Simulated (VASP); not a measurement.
Write the native input for VASP 6.6.1 that does the following.

- Task: single point
- Functional: r2SCAN
- Potentials or basis: VASP PAW PBE potentials, release 64 (B_h, N_h)
- Cutoff: 1460 eV
- k mesh: 6 × 6 × 6
- Occupations: gaussian, width 0.05 eV
- Spin: no spin polarisation
- Dipole correction: no
- Further INCAR settings: ALGO = Normal; EDIFF = 1e-06; NBANDS = 26

BN:

```
B N
1.0
     3.60963    0.00000    0.00000
     0.00000   -3.60963    0.00000
     0.00000    0.00000   -3.60963
B N
4 4
Cartesian
  0.0000 0.0000 0.0000
  1.8048 -1.8048 0.0000
  1.8048 0.0000 -1.8048
  0.0000 -1.8048 -1.8048
  2.7072 -2.7072 -2.7072
  0.9024 -0.9024 -2.7072
  0.9024 -2.7072 -0.9024
  2.7072 -0.9024 -0.9024
```

The input as run:

POSCAR

```
BN
1.0
    3.6096275117      0.0000000000      0.0000000000
    0.0000000000     -3.6096275117      0.0000000000
    0.0000000000      0.0000000000     -3.6096275117
B N
4 4
Direct
    0.0000000000      0.0000000000      0.0000000000
    0.5000000000      0.5000000000      0.0000000000
    0.5000000000      0.0000000000      0.5000000000
    0.0000000000      0.5000000000      0.5000000000
    0.7500000000      0.7500000000      0.7500000000
    0.2500000000      0.2500000000      0.7500000000
    0.2500000000      0.7500000000      0.2500000000
    0.7500000000      0.2500000000      0.2500000000
```

INCAR.step1

```
SYSTEM = BN
PREC     = Accurate       ! precision mode
ENCUT    = 1460           ! plane-wave cutoff, eV
ISMEAR   = 0              ! smearing method
SIGMA    = 0.05           ! smearing width, eV
LREAL    = .FALSE.        ! projectors in reciprocal space
LASPH    = .TRUE.         ! aspherical terms in the spheres
NELM     = 120            ! most SCF steps
NBANDS   = 26             ! bands
GGA      = PE             ! functional
ALGO     = Normal         ! electronic algorithm
EDIFF    = 1E-5           ! SCF threshold, eV
LWAVE    = .TRUE.         ! write WAVECAR
LCHARG   = .FALSE.        ! write CHGCAR
GGA_COMPAT= .FALSE.
```

INCAR.step2

```
SYSTEM = BN
PREC     = Accurate       ! precision mode
ENCUT    = 1460           ! plane-wave cutoff, eV
EDIFF    = 1E-6           ! SCF threshold, eV
ISMEAR   = 0              ! smearing method
SIGMA    = 0.05           ! smearing width, eV
LREAL    = .FALSE.        ! projectors in reciprocal space
LASPH    = .TRUE.         ! aspherical terms in the spheres
NELM     = 120            ! most SCF steps
ALGO     = Normal         ! electronic algorithm
ISIF     = 2              ! what is computed and relaxed
LWAVE    = .FALSE.        ! write WAVECAR
LCHARG   = .FALSE.        ! write CHGCAR
METAGGA  = R2SCAN         ! meta-GGA
LMIXTAU  = .TRUE.       
NBANDS   = 26             ! bands
ISTART   = 1            
GGA_COMPAT= .FALSE.
```

KPOINTS

```
regular mesh
0
G
  6 6 6
  0 0 0
```

Potentials or basis: VASP PAW PBE potentials, release 64 (B_h, N_h).

Run with:

```sh
$ cat potpaw_PBE.64/B_h/POTCAR potpaw_PBE.64/N_h/POTCAR > POTCAR
$ cp INCAR.step1 INCAR
$ mpirun -np 1 vasp_std > vasp.out
$ cp INCAR.step2 INCAR
$ mpirun -np 1 vasp_std > vasp.out
```

Results of the run:

```json
{
  "Pressure": "-0.5 GPa",
  "Band gap on the k mesh": "5.00 eV"
}
```

Caveat: the PAW data sets were made with another functional, which shifts forces and pressure a little.

Wall time 4.5 min on 1 thread of Intel(R) Xeon(R) Platinum 8259CL CPU @ 2.50GHz (Skylake/Cascade Lake) (shared host), peak memory 0.4 GiB.
